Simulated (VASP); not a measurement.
# Tm2Ta (Fd-3m) in VASP: a series of runs

The runs below take Tm2Ta through single point, relaxation of cell and atoms, with PBE.

Program: VASP 6.6.1. These are calculated values, not measurements. Logs are shortened: lines on timing, memory, paths and dates and some standing lists are left out, and cuts for length are marked.

**1. The cell of the first run**

It takes space group Fd-3m (No. 227, cubic). Conventional cell: a = 8.005 Å, b = 8.005 Å, c = 8.005 Å, α = 90.00°, β = 90.00°, γ = 90.00°. Within 3.7 Å of Tm (site symmetry -3m) lie 6 Tm at 2.83 Å and 6 Ta at 3.32 Å. Ta (site symmetry -43m) has 12 Tm at 3.32 Å and 4 Ta at 3.47 Å within 4.4 Å.

The cell was generated, and may not be a known phase.

**2. Single point, PBE**

Contents of INCAR:

```
  ALGO = Normal
  EDIFF = 1E-6
  ENCUT = 500
  GGA = PE
  GGA_COMPAT = F
  ISIF = 2
  ISMEAR = 0
  LASPH = T
  LCHARG = F
  LMAXMIX = 6
  LREAL = F
  LWAVE = F
  NBANDS = 38
  NELM = 200
  PREC = Accurate
  SIGMA = 0.1
```

Contents of KPOINTS:

```
k-points
0
Gamma
  4 4 4
```

Contents of POSCAR:

```
Tm2Ta
1.0
    0.0000000000      4.0023993700      4.0023993700
    4.0023993700      0.0000000000      4.0023993700
    4.0023993700      4.0023993700      0.0000000000
Tm Ta
4 2
Direct
    0.1250000000      0.1250000000      0.1250000000
    0.6250000000      0.1250000000      0.1250000000
    0.1250000000      0.1250000000      0.6250000000
    0.1250000000      0.6250000000      0.1250000000
    0.5000000000      0.5000000000      0.5000000000
    0.7500000000      0.7500000000      0.7500000000
```

Potentials or basis: VASP PAW PBE potentials, release 64 (Tm_3, Ta_pv), 4f in core.

The run is started by

```bash
$ cat potpaw_PBE.64/Tm_3/POTCAR potpaw_PBE.64/Ta_pv/POTCAR > POTCAR
$ mpirun -np 1 vasp_std > vasp.out
```

OUTCAR:

```text
EDIFF = 1E-6
   ENCUT = 500
   GGA = PE
   ISIF = 2
   ISMEAR = 0
   LASPH = T
   LREAL = F
   NELM = 200
   PREC = Accurate

 ion  position               nearest neighbor table
   1  0.125  0.125  0.125-   2 2.83   3 2.83   4 2.83   3 2.83   4 2.83   2 2.83   6 3.32   5 3.32
                             6 3.32   5 3.32   6 3.32   5 3.32
   2  0.625  0.125  0.125-   1 2.83   3 2.83   4 2.83   1 2.83   3 2.83   4 2.83   5 3.32   6 3.32
                             5 3.32   6 3.32   6 3.32   5 3.32
   3  0.125  0.125  0.625-   1 2.83   1 2.83   2 2.83   4 2.83   4 2.83   2 2.83   6 3.32   5 3.32
                             6 3.32   5 3.32   6 3.32   5 3.32
   4  0.125  0.625  0.125-   1 2.83   3 2.83   1 2.83   2 2.83   3 2.83   2 2.83   6 3.32   5 3.32
                             6 3.32   5 3.32   6 3.32   5 3.32
   5  0.500  0.500  0.500-   3 3.32   4 3.32   2 3.32   3 3.32   2 3.32   4 3.32   1 3.32   1 3.32
                             1 3.32   2 3.32   3 3.32   4 3.32   6 3.47   6 3.47   6 3.47   6 3.47
   6  0.750  0.750  0.750-   2 3.32   4 3.32   2 3.32   3 3.32   3 3.32   4 3.32   1 3.32   2 3.32
                             3 3.32   1 3.32   4 3.32   1 3.32   5 3.47   5 3.47   5 3.47   5 3.47

  LATTYP: Found a face centered cubic cell.
 ALAT       =     8.0047987400

  Lattice vectors:

 A1 = (   0.0000000000,   4.0023993700,   4.0023993700)
 A2 = (   4.0023993700,   0.0000000000,   4.0023993700)
 A3 = (   4.0023993700,   4.0023993700,   0.0000000000)

Analysis of symmetry for initial positions (statically):
=====================================================================
 Subroutine PRICEL returns:
 Original cell was already a primitive cell.

 Routine SETGRP: Setting up the symmetry group for a
 face centered cubic supercell.

 Subroutine GETGRP returns: Found 48 space group operations
 (whereof 24 operations were pure point group operations)
 out of a pool of 48 trial point group operations.

The static configuration has the point symmetry T_d .
 The point group associated with its full space group is O_h .

Analysis of symmetry for dynamics (positions and initial velocities):
=====================================================================
 Subroutine PRICEL returns:
 Original cell was already a primitive cell.

 Routine SETGRP: Setting up the symmetry group for a
 face centered cubic supercell.

 Subroutine GETGRP returns: Found 48 space group operations
 (whereof 24 operations were pure point group operations)
 out of a pool of 48 trial point group operations.

The dynamic configuration has the point symmetry T_d .
 The point group associated with its full space group is O_h .

 Subroutine INISYM returns: Found 48 space group operations
 (whereof 24 operations are pure point group operations),
 and found     1 'primitive' translations

----------------------------------------------------------------------------------------

                                     Primitive cell

  volume of cell :     128.2305

  direct lattice vectors                    reciprocal lattice vectors
     0.000000000  4.002399370  4.002399370    -0.124925065  0.124925065  0.124925065
     4.002399370  0.000000000  4.002399370     0.124925065 -0.124925065  0.124925065
     4.002399370  4.002399370  0.000000000     0.124925065  0.124925065 -0.124925065

  length of vectors
     5.660247471  5.660247471  5.660247471     0.216376559  0.216376559  0.216376559

  position of ions in fractional coordinates (direct lattice)
     0.125000000  0.125000000  0.125000000
     0.625000000  0.125000000  0.125000000
     0.125000000  0.125000000  0.625000000
     0.125000000  0.625000000  0.125000000
     0.500000000  0.500000000  0.500000000
     0.750000000  0.750000000  0.750000000

  ion indices of the primitive-cell ions
   primitive index   ion index
                 1           1
                 2           2
                 3           3
                 4           4
                 5           5
                 6           6

----------------------------------------------------------------------------------------

 KPOINTS: k-points

Automatic generation of k-mesh.
 Grid dimensions read from file:
 generate k-points for:    4    4    4

 Generating k-lattice:

  Cartesian coordinates                     Fractional coordinates (reciprocal lattice)
    -0.031231266  0.031231266  0.031231266     0.250000000  0.000000000  0.000000000
     0.031231266 -0.031231266  0.031231266     0.000000000  0.250000000  0.000000000
     0.031231266  0.031231266 -0.031231266     0.000000000  0.000000000  0.250000000

  Length of vectors
     0.054094140  0.054094140  0.054094140

  Shift w.r.t. Gamma in fractional coordinates (k-lattice)
     0.000000000  0.000000000  0.000000000

 Subroutine IBZKPT returns following result:
 ===========================================

 Found      8 irreducible k-points:

 Following reciprocal coordinates:
            Coordinates               Weight
  0.000000  0.000000  0.000000      1.000000
  0.250000  0.000000  0.000000      8.000000
  0.500000  0.000000  0.000000      4.000000
  0.250000  0.250000  0.000000      6.000000
  0.500000  0.250000  0.000000     24.000000
 -0.250000  0.250000  0.000000     12.000000
  0.500000  0.500000  0.000000      3.000000
 -0.250000  0.500000  0.250000      6.000000
   k-points           NKPTS =      8   k-points in BZ     NKDIM =      8   number of bands    NBANDS=     38
   number of dos      NEDOS =    301   number of ions     NIONS =      6
   total plane-waves  NPLWV =  74088
   dimension x,y,z NGX =    42 NGY =   42 NGZ =   42
   dimension x,y,z NGXF=    84 NGYF=   84 NGZF=   84
   ions per type =               4   2
   NGX,Y,Z   is equivalent  to a cutoff of  12.34, 12.34, 12.34 a.u.
   NGXF,Y,Z  is equivalent  to a cutoff of  24.67, 24.67, 24.67 a.u.
 SYSTEM =  unknown system
   PREC   = accura    normal or accurate (medium, high low for compatibility)
   ISTART =      0    job   : 0-new  1-cont  2-samecut
   ICHARG =      2    charge: 1-file 2-atom 10-const
   ISPIN  =      1    spin polarized calculation?
   LNONCOLLINEAR =      F non collinear calculations
   LSORBIT =      F    spin-orbit coupling
   LASPH  =      T    aspherical Exc in radial PAW
   ENCUT  =  500.0 eV  36.75 Ry    6.06 a.u.  10.32 10.32 10.32*2*pi/ulx,y,z
   NELM   =    200;   NELMIN=  2; NELMDL= -5     # of ELM steps
   EDIFF  = 0.1E-05   stopping-criterion for ELM
   LREAL  =      F    real-space projection
   EDIFFG = 0.1E-04   stopping-criterion for IOM
   NSW    =      0    number of steps for IOM
   IBRION =     -1    ionic relax: 0-MD 1-quasi-New 2-CG
   NFREE  =      0    steps in history (QN), initial steepest desc. (CG)
   ISIF   =      2    stress and relaxation
   ISYM   =      2    0-nonsym 1-usesym 2-fastsym
   POTIM  = 0.5000    time-step for ionic-motion
   TEBEG  =    0.0;   TEEND  =   0.0 temperature during run
   PSTRESS=    0.0 pullay stress
   NELECT =      58.0000    total number of electrons
   NUPDOWN=      -1.0000    fix difference up-down
   EMIN   =  10.00;   EMAX   =-10.00  energy-range for DOS
   EFERMI =   0.00;   METHOD = LEGACY
   ISMEAR =     0;   SIGMA  =   0.10  broadening in eV -4-tet -1-fermi 0-gaus
   EFERMI_NEDOS =   21; number of points for ismear=-14 and -15
   IALGO  =     38    algorithm
   IMIX   =      4    mixing-type and parameters
     AMIX     =   0.40;   BMIX     =  1.00
     AMIX_MAG =   1.60;   BMIX_MAG =  1.00
  volume/ion in A,a.u.               =      21.37       144.22
  Fermi-wavevector in a.u.,A,eV,Ry     =   1.256668  2.374757 21.486503  1.579213
  Thomas-Fermi vector in A             =   2.390364
   LORBIT       =      0    0 simple, 1 ext, 2 COOP (PROOUT), +10 PAW based schemes
   GGA     = PE    functional components
   LHFCALC =     F    Hartree Fock is set to
   AEXX    =    0.0000 exact exchange contribution
   IVDW    =     0    specifies the selected vdW correction
   LEPSILON=     F    determine dielectric tensor
   LRPA    =     F    only Hartree local field effects (RPA)
 non-spin polarized calculation
 Gauss-broadening in eV      SIGMA  =   0.10
  energy-cutoff  :      500.00
  volume of cell :      128.23
 maximum number of plane-waves:      3287
 NGX is ok and might be reduce to    42
   NGX = 21   NGY = 21   NGZ = 21

 number of electron      58.0000010 magnetization

 Free energy of the ion-electron system (eV)
  ---------------------------------------------------
  ext. energy  EPLUGINS =         0.00000000
  ---------------------------------------------------
  free energy    TOTEN  =       -35.32557227 eV

  energy without entropy =      -35.28928189  energy(sigma->0) =      -35.30742708

 E-fermi :   4.3028     XC(G=0): -11.4931

 val. band max:        4.2869547814   @ k =   0.5000   0.5000   0.0000
 cond. band min:       4.3103070771   @ k =  -0.2500   0.5000   0.2500
 fundamental gap:      0.0233522957
 Fermi energy:         4.3027807545

 k-point     1 :       0.0000    0.0000    0.0000
  band No.  band energies     occupation
      1     -29.9545      2.00000
      2     -29.9545      2.00000
      3     -29.9545      2.00000
      4     -29.8973      2.00000
      5     -29.8973      2.00000
      6     -29.8973      2.00000
[... 30 lines left out ...]
     37       6.7930      0.00000
     38       6.9111      0.00000

 k-point     2 :       0.2500    0.0000    0.0000
  band No.  band energies     occupation
      1     -29.9584      2.00000
      2     -29.9584      2.00000
      3     -29.9537      2.00000
      4     -29.8970      2.00000
      5     -29.8936      2.00000
      6     -29.8936      2.00000
[... 30 lines left out ...]
     37       6.7842      0.00000
     38       6.7842      0.00000
[... 203 lines left out ...]
     37       7.0432      0.00000
     38       7.0432      0.00000

 k-point     8 :      -0.2500    0.5000    0.2500
  band No.  band energies     occupation
      1     -29.9666      2.00000
      2     -29.9666      2.00000
      3     -29.9261      2.00000
      4     -29.9261      2.00000
      5     -29.8841      2.00000
      6     -29.8841      2.00000
[... 30 lines left out ...]
     37       7.2268      0.00000
     38       7.2268      0.00000

------------------------ aborting loop because EDIFF is reached ----------------------------------------

  FORCE on cell =-STRESS in cart. coord.  units (eV):
  Direction    XX          YY          ZZ          XY          YZ          ZX
  --------------------------------------------------------------------------------------
  -------------------------------------------------------------------------------------
  Total        9.9730081      9.9730081      9.9730081     -0.0000000     -0.0000000     -0.0000000
  in kB      124.6078767    124.6078767    124.6078767     -0.0000000     -0.0000000     -0.0000000
  external PRESSURE =     124.6078767 kB  Pullay stress =       0.0000000 kB

 VOLUME and BASIS-vectors are now :
 -----------------------------------------------------------------------------
  energy-cutoff  :      500.00
  volume of cell :      128.23
      direct lattice vectors                 reciprocal lattice vectors
     0.000000000  4.002399370  4.002399370    -0.124925065  0.124925065  0.124925065
     4.002399370  0.000000000  4.002399370     0.124925065 -0.124925065  0.124925065
     4.002399370  4.002399370  0.000000000     0.124925065  0.124925065 -0.124925065

 POSITION                                       TOTAL-FORCE (eV/Angst)
 -----------------------------------------------------------------------------------
      1.00060      1.00060      1.00060         0.000000     -0.000000      0.000000
      1.00060      3.00180      3.00180         0.000000     -0.000000      0.000000
      3.00180      3.00180      1.00060         0.000000     -0.000000      0.000000
      3.00180      1.00060      3.00180         0.000000     -0.000000      0.000000
      4.00240      4.00240      4.00240        -0.000000      0.000000      0.000000
      6.00360      6.00360      6.00360        -0.000000     -0.000000     -0.000000
 -----------------------------------------------------------------------------------
    total drift:                               -0.000000     -0.000000      0.000000

  FREE ENERGIE OF THE ION-ELECTRON SYSTEM (eV)
  ---------------------------------------------------
  free  energy   TOTEN  =       -35.3255722725 eV

  energy  without entropy=      -35.2892818871  energy(sigma->0) =      -35.30742708
```

Run time: 59 s. Hardware: 1 thread of Intel Xeon Platinum 8488C (Sapphire Rapids), shared host; peak memory 0.24 GiB.

What came out:

| Property | Result |
| --- | --- |
| Free energy | -35.3256 eV |
| Pressure | 12.5 GPa |
| Band gap on the k mesh | zero (bands 29 and 30 overlap by 0.88 eV) |

Caveat: the cell stands under pressure; spin-orbit coupling is left out, which moves the levels of the heavy elements; the 4f electrons are frozen in the core, so they carry no moment and show no levels. Spin polarisation is off, so any magnetic state and its effect on volume and gap are missing.

(Part 1 of 2 ends here.)

The gap in the log of VASP goes by the Fermi energy; the results here count the filled bands.